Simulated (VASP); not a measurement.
Set up this calculation in VASP 6.6.1, as the native input.

- Task: single point
- Functional: r2SCAN
- Potentials or basis: VASP PAW PBE potentials, release 64 (Mo_sv, S)
- Cutoff: 520 eV
- k mesh: 10 × 10 × 10
- Occupations: gaussian, width 0.01 eV
- Spin: no spin polarisation
- Dipole correction: no
- Further INCAR settings: ALGO = Normal; EDIFF = 1e-06; NBANDS = 20

Crystal: MoS2.

```xyz
3
Lattice="1.5876 0.9166 6.4733 -1.5876 0.9166 6.4733 0.0000 -1.8332 6.4733" Properties=species:S:1:pos:R:3 pbc="T T T"
Mo    0.0000    0.0000   -0.0001
S     0.0000    0.0000    8.0311
S     0.0000    0.0000    4.9156
```

This cell differs from its parent crystal: uniaxial z strain +4.5%.

The input as run:

POSCAR

```
MoS2
1.0
    1.5875907347      0.9165959380      6.4732862752
   -1.5875907347      0.9165959380      6.4732862752
    0.0000000000     -1.8331918760      6.4732862752
Mo S
1 2
Direct
   -0.0000064939     -0.0000064939     -0.0000064939
    0.4135507562      0.4135507562      0.4135507562
    0.2531224044      0.2531224044      0.2531224044
```

INCAR.step1

```
SYSTEM = MoS2
ALGO = Normal
EDIFF = 1E-4
ENCUT = 520
GGA = PE
ISMEAR = 0
LASPH = .True.
LCHARG = .False.
LREAL = .False.
LWAVE = .True.
NBANDS = 20
NELM = 60
PREC = Accurate
SIGMA = 0.01
```

INCAR.step2

```
SYSTEM = MoS2
ALGO = Normal
EDIFF = 1E-6
ENCUT = 520
ISIF = 2
ISMEAR = 0
ISTART = 1
LASPH = .True.
LCHARG = .False.
LMIXTAU = .True.
LREAL = .False.
LWAVE = .False.
METAGGA = R2SCAN
NBANDS = 20
NELM = 60
PREC = Accurate
SIGMA = 0.01
```

KPOINTS

```
k-points
0
Gamma
  10 10 10
  0 0 0
```

Potentials or basis: VASP PAW PBE potentials, release 64 (Mo_sv, S).

Command:

```sh
$ cat potpaw_PBE.64/Mo_sv/POTCAR potpaw_PBE.64/S/POTCAR > POTCAR
$ cp INCAR.step1 INCAR
$ mpirun -np 1 vasp_std > vasp.out
$ cp INCAR.step2 INCAR
$ mpirun -np 1 vasp_std > vasp.out
```

It gave:

```
Pressure               : 0.4 GPa
Largest force          : 0.048 eV/Å
Band gap on the k mesh : 1.32 eV (least direct gap 2.05 eV)
```

Caveat: the cell differs from its parent crystal (uniaxial z strain +4.5%); the PAW data sets were made with another functional, which shifts forces and pressure a little.

It took 40 min on 1 thread of Intel(R) Xeon(R) Platinum 8259CL CPU @ 2.50GHz (Skylake/Cascade Lake), on a shared host, peak memory 0.45 GiB.
